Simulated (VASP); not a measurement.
# Ga4AsP3: relaxation of cell and atoms with PBE

Ga4AsP3:

```
CELL_PARAMETERS angstrom
3.73306 0.00000 0.00000
0.00000 3.73306 5.27935
0.00000 -3.73306 5.27935
ATOMIC_POSITIONS crystal
P 0.00000 0.00000 0.00000
P 0.50000 0.00000 0.50000
P 0.50000 0.50000 0.00000
As 0.00000 0.50000 0.50000
Ga 0.50000 0.87500 0.87500
Ga 0.00000 0.87500 0.37500
Ga 0.00000 0.37500 0.87500
Ga 0.50000 0.37500 0.37500
```

| Property | Result |
| --- | --- |
| Program | VASP 6.6.1 |
| Task | relaxation of cell and atoms |
| Functional | PBE |
| Potentials or basis | VASP PAW PBE potentials, release 64 (P, As, Ga_d) |
| Cutoff | 600 eV |
| k mesh | 6 × 4 × 4 |
| Occupations | fermi-dirac, width 0.02 eV |
| Spin | no spin polarisation |
| Dipole correction | no |
| Further INCAR settings | ALGO = Normal; EDIFF = 1e-07; IBRION = 2; EDIFFG = -0.005; NSW = 80; ISIF = 3 |

The relaxed volume is 21.55 Å³/atom and the relaxed cell is a = 3.937 Å, b = 6.814 Å, c = 6.814 Å, α = 70.57°, β = 90.00°, γ = 90.00°. The space group after relaxing (to 0.1 Å) is Amm2 (No. 38), the energy gained by relaxing is 148.9 meV/atom and the ionic steps are 14. The pressure after relaxing is 0.0 GPa and the largest force after relaxing is 0.005 eV/Å. The band gap on the k mesh is 1.10 eV.

Forces in eV/Å, atoms in the order of the input:
```
P    0.000  0.000 -0.002
P    0.000 -0.005  0.000
P    0.000  0.005  0.000
As   0.000  0.000  0.003
Ga   0.000  0.000  0.004
Ga   0.000  0.002 -0.002
Ga   0.000 -0.002 -0.002
Ga   0.000  0.000  0.000
```

Step by step:
| step | energy change (eV) | largest force (eV/Å) | pressure (GPa) | volume (Å³) |
| --- | --- | --- | --- | --- |
| 1 | 0.0000 | 1.0991 | 16.53 | 147.14 |
| 2 | -0.8046 | 0.0490 | -5.90 | 191.36 |
| 3 | -1.1841 | 0.2732 | -0.15 | 172.83 |
| 4 | -1.1838 | 0.2847 | 0.07 | 172.29 |
| 5 | -1.1895 | 0.1138 | 0.17 | 172.02 |
| 6 | -1.1906 | 0.0236 | 0.24 | 171.85 |
| 7 | -1.1910 | 0.0094 | -0.09 | 172.66 |
| 8 | -1.1911 | 0.0105 | 0.09 | 172.43 |
| 9 | -1.1911 | 0.0085 | -0.12 | 172.55 |
| 10 | -1.1911 | 0.0092 | 0.00 | 172.48 |
| 11 | -1.1911 | 0.0089 | -0.05 | 172.50 |
| 12 | -1.1911 | 0.0041 | 0.09 | 172.34 |
| 13 | -1.1911 | 0.0070 | -0.02 | 172.39 |
| 14 | -1.1911 | 0.0050 | 0.02 | 172.38 |

Final structure:
```xyz
8
Lattice="3.9372 0.0000 0.0000 0.0000 3.9358 5.5620 0.0000 -3.9358 5.5620" Properties=species:S:1:pos:R:3 pbc="T T T"
P     0.0000    0.0000    0.0001
P     1.9686    1.9675    8.3425
P     1.9686   -1.9675    8.3425
As    0.0000    0.0000    5.5637
Ga    1.9686    0.0000    9.7369
Ga    0.0000    2.0084    6.9780
Ga    0.0000   -2.0084    6.9780
Ga    1.9686    0.0000    4.1161
```

Levels at points of the mesh, in eV from the valence-band top:
```csv
k point,band 32,band 33,band 34,band 35,band 36,band 37,band 38,band 39,band 40,band 41
"(0.00, 0.00, 0.00)",-1.16,-1.04,-0.05,-0.04,0.00,1.10,1.32,1.32,1.60,1.73
"(0.50, 0.00, 0.00)",-3.32,-3.26,-3.20,-1.37,-1.08,2.78,3.03,4.53,4.55,4.56
"(0.00, 0.50, 0.00)",-1.95,-0.87,-0.86,-0.55,-0.49,1.66,1.87,2.21,2.45,4.47
"(0.50, 0.50, 0.00)",-3.01,-2.15,-2.11,-1.98,-1.79,2.19,2.23,2.37,2.53,4.55
"(0.00, 0.50, 0.50)",-1.82,-1.66,-1.54,-1.37,-0.95,1.97,2.15,2.78,2.98,3.45
"(0.50, 0.50, 0.50)",-2.59,-1.31,-1.14,-1.10,-0.98,1.29,1.31,1.47,1.73,1.74
```

It took 37 min on 1 thread of Intel(R) Xeon(R) Platinum 8259CL CPU @ 2.50GHz (Skylake/Cascade Lake) (shared host), peak memory 0.42 GiB.

Caveat: the volume moved by over 15 % at a fixed basis, so the end points are rough. A k mesh can miss the band edges.
